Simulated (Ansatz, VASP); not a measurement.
**One calculation of Sr3Zn, two programs**

Contents of INCAR:

```
SYSTEM = Sr3Zn
PREC = Accurate
ENCUT = 520
EDIFF = 1E-6
ISMEAR = -1
SIGMA = 0.05
LREAL = .False.
LASPH = .True.
NELM = 80
ALGO = Normal
ISIF = 2
LWAVE = .False.
LCHARG = .True.
GGA = PE
LELF = .True.
LVHAR = .True.
NBANDS = 29
```

The input KPOINTS:

```
regular mesh
0
Gamma
  5 5 5
  0 0 0
```

File POSCAR:

```
Sr3Zn
1.0
    5.4058796508      0.0000000000      0.0000000000
    0.0000000000      5.4058796508      0.0000000000
    0.0000000000      0.0000000000      5.4058796508
Sr Zn
3 1
Direct
    0.0000000000      0.5000000000      0.5000000000
    0.5000000000      0.5000000000      0.0000000000
    0.5000000000      0.0000000000      0.5000000000
    0.0000000000      0.0000000000      0.0000000000
```

The input input.yaml:

```yaml
crystal:
  lattice:
    - [5.4058796508, 0.0, 0.0]
    - [0.0, 5.4058796508, 0.0]
    - [0.0, 0.0, 5.4058796508]
  atoms:
    - { symbol: Sr, position: [0.0, 0.5, 0.5] }
    - { symbol: Sr, position: [0.5, 0.5, 0.0] }
    - { symbol: Sr, position: [0.5, 0.0, 0.5] }
    - { symbol: Zn, position: [0.0, 0.0, 0.0] }
hamiltonian:
  xc: pbe
  pseudopotentials: { kind: paw }
kpoints:
  mp_grid: { grid: [5, 5, 5] }
scf:
  occupations: { method: fermi_dirac, width: 0.05 }
output:
  forces: true
  stress: true
  eigenvalues: true
```

Alike in both runs: task single point; functional PBE; k mesh 5 × 5 × 5; occupations fermi-dirac, width 0.05 eV; no spin polarisation.

|  | VASP | Ansatz |
| --- | --- | --- |
| version | VASP 6.6.1 | Ansatz 0.2.0 |
| potentials or method | VASP PAW PBE potentials, release 64 (Sr_sv, Zn) | Ansatz PAW |
| plane-wave cutoff (eV) | 520 | 420 |
| valence electrons in the cell | 42 | 42 |

```tsv
	VASP	Ansatz	Ansatz less VASP
gap on the k mesh at the Fermi level (eV)	none	none	-
pressure (GPa)	0.7	0.7	-0.03
```

A gap of «none» marks a metal or a gap that the smearing closes. The functional is the same, so the differences come from potentials, cutoffs and numerics.
